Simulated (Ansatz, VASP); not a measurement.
# One calculation of PtS2, two programs

```xyz
6
Lattice="5.4477 0.0000 0.0000 0.0000 5.4477 0.0000 0.0000 0.0000 3.8268" Properties=species:S:1:pos:R:3 pbc="T T T"
Pt    0.0000    0.0000    0.0000
Pt    2.7239    2.7239    1.9134
S     3.7541    1.6936    0.0000
S     1.6936    3.7541    0.0000
S     1.0302    1.0302    1.9134
S     4.4175    4.4175    1.9134
```

Alike in both runs: functional PBE; k mesh 4 × 4 × 4; occupations gaussian, width 0.1 eV; no spin polarisation.

Ansatz relaxed the structure, and its values are those at the end. VASP's run is a single point on that final structure, the one shown.

|  | VASP | Ansatz |
| --- | --- | --- |
| version | VASP 6.6.1 | Ansatz 0.2.0 |
| potentials or method | VASP PAW PBE potentials, release 64 (Pt, S), cutoff 520 eV | scalar-relativistic, plane waves, PAW |
| valence electrons in the cell | 44 | 60 |

```csv
,VASP,Ansatz,Ansatz less VASP
gap on the k mesh at the Fermi level (eV),none,none,-
pressure (GPa),-0.4,-0.1,+0.31
rms of the force components (eV/Å),0.005,0.000,-0.0046
```

A gap of «none» marks a metal or a gap that the smearing closes. With one functional, cell and mesh, what is left measures potentials, basis and numerics. VASP's potentials hold 44 valence electrons a cell and Ansatz's 60, so a difference there can come from the potentials and not from the codes.

The k mesh is coarse, so the values compare programs but aren't converged. Neither program's run includes spin-orbit coupling.
